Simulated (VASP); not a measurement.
A run of VASP 6.6.1:

POSCAR

```
Hf
1.0
    0.0000000000      2.2200000000      2.2200000000
    2.2200000000      0.0000000000      2.2200000000
    2.2200000000      2.2200000000      0.0000000000
Hf
1
Direct
    0.0000000000      0.0000000000      0.0000000000
```

Contents of INCAR.step1:

```
SYSTEM = Hf
ALGO     = Normal         ! electronic algorithm
EDIFF    = 1E-5           ! SCF threshold, eV
ENCUT    = 550            ! plane-wave cutoff, eV
GGA      = PE             ! functional
GGA_COMPAT= .FALSE.      
ISMEAR   = -1             ! smearing method
LASPH    = .TRUE.         ! aspherical terms in the spheres
LCHARG   = .FALSE.        ! write CHGCAR
LREAL    = .FALSE.        ! projectors in reciprocal space
LWAVE    = .TRUE.         ! write WAVECAR
NBANDS   = 11             ! bands
NELM     = 120            ! most SCF steps
PREC     = Accurate       ! precision mode
SIGMA    = 0.15           ! smearing width, eV
```

INCAR.step2

```
SYSTEM = Hf
ALGO     = Normal         ! electronic algorithm
EDIFF    = 1E-6           ! SCF threshold, eV
ENCUT    = 550            ! plane-wave cutoff, eV
GGA_COMPAT= .FALSE.      
ISIF     = 2              ! what is computed and relaxed
ISMEAR   = -1             ! smearing method
ISTART   = 1            
LASPH    = .TRUE.         ! aspherical terms in the spheres
LCHARG   = .TRUE.         ! write CHGCAR
LELF     = .TRUE.         ! ELF
LMIXTAU  = .TRUE.       
LREAL    = .FALSE.        ! projectors in reciprocal space
LVHAR    = .TRUE.       
LWAVE    = .FALSE.        ! write WAVECAR
METAGGA  = R2SCAN         ! meta-GGA
NBANDS   = 11             ! bands
NELM     = 120            ! most SCF steps
PREC     = Accurate       ! precision mode
SIGMA    = 0.15           ! smearing width, eV
```

The input KPOINTS:

```
k-points
0
G
  11 11 11
  0 0 0
```

Potentials or basis: VASP PAW PBE potentials, release 64 (Hf_pv).

Launch:

```console
$ cat potpaw_PBE.64/Hf_pv/POTCAR > POTCAR
$ cp INCAR.step1 INCAR
$ mpirun -np 1 vasp_std > vasp.out
$ cp INCAR.step2 INCAR
$ mpirun -np 1 vasp_std > vasp.out
```

Hardware: 1 thread of AMD EPYC 9R45 96-Core Processor (Zen 5), with other jobs on the host.

Q: How long does it take, and how much memory?

A: Wall time 30 s on 1 thread of AMD EPYC 9R45 96-Core Processor (Zen 5), with other jobs on the host, peak memory 0.12 GiB. Counts: k points 56.
